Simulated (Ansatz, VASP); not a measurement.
## RbBr: VASP beside Ansatz

Contents of INCAR:

```
PREC = Accurate ; ENCUT = 520
EDIFF = 1E-6 ; ISMEAR = 0
SIGMA = 0.05 ; LREAL = F
LASPH = T ; NELM = 80
ALGO = Normal ; ISIF = 2
LWAVE = F ; LCHARG = F
NBANDS = 15
```

KPOINTS

```
regular mesh
0
Gamma
  6 6 6
```

Contents of POSCAR:

```
RbBr
1.0
    0.0000000000      3.4275000000      3.4275000000
    3.4275000000      0.0000000000      3.4275000000
    3.4275000000      3.4275000000      0.0000000000
Rb Br
1 1
Direct
   -0.0875273523     -0.0875273523      0.0256361679
    0.5000000000      0.5000000000      0.5000000000
```

Input for Ansatz:

```yaml
crystal:
  lattice:
    - [0.0, 3.4275, 3.4275]
    - [3.4275, 0.0, 3.4275]
    - [3.4275, 3.4275, 0.0]
  atoms:
    - { symbol: Rb, position: [-0.0875273523, -0.0875273523, 0.0256361679] }
    - { symbol: Br, position: [0.5, 0.5, 0.5] }
basis:
  ecutwfc: 420
kpoints:
  mp_grid: { grid: [6, 6, 6] }
hamiltonian:
  xc: lda
scf:
  occupations: { method: gaussian, width: 0.05 }
output:
  forces: true
  stress: true
  eigenvalues: true
```

Alike in both runs: task single point; functional LDA; k mesh 6 × 6 × 6; occupations gaussian, width 0.05 eV; no spin polarisation.

|  | VASP | Ansatz |
| --- | --- | --- |
| version | VASP 6.6.1 | Ansatz 0.2.0 |
| potentials or method | VASP PAW LDA potentials, release 64 (Rb_sv, Br), cutoff 520 eV | scalar-relativistic, plane waves, PAW |
| valence electrons in the cell | 16 | 16 |

|  | VASP | Ansatz | Ansatz less VASP |
| --- | --- | --- | --- |
| gap on the k mesh at the Fermi level (eV) | 3.99 | 3.98 | -0.009 |
| least direct gap on the mesh (eV) | 3.99 | 3.98 | -0.009 |
| pressure (GPa) | 1.3 | 1.2 | -0.08 |
| traceless stress, the component that is largest in VASP (GPa) | 4.41 | 4.33 | -0.079 |
| rms of the force components (eV/Å) | 0.776 | 0.761 | -0.0145 |

LDA's correlation is that of Perdew and Zunger in VASP and of Perdew and Wang (1992) in Ansatz. Atom by atom the forces differ by 0.014 eV/Å (rms over components).
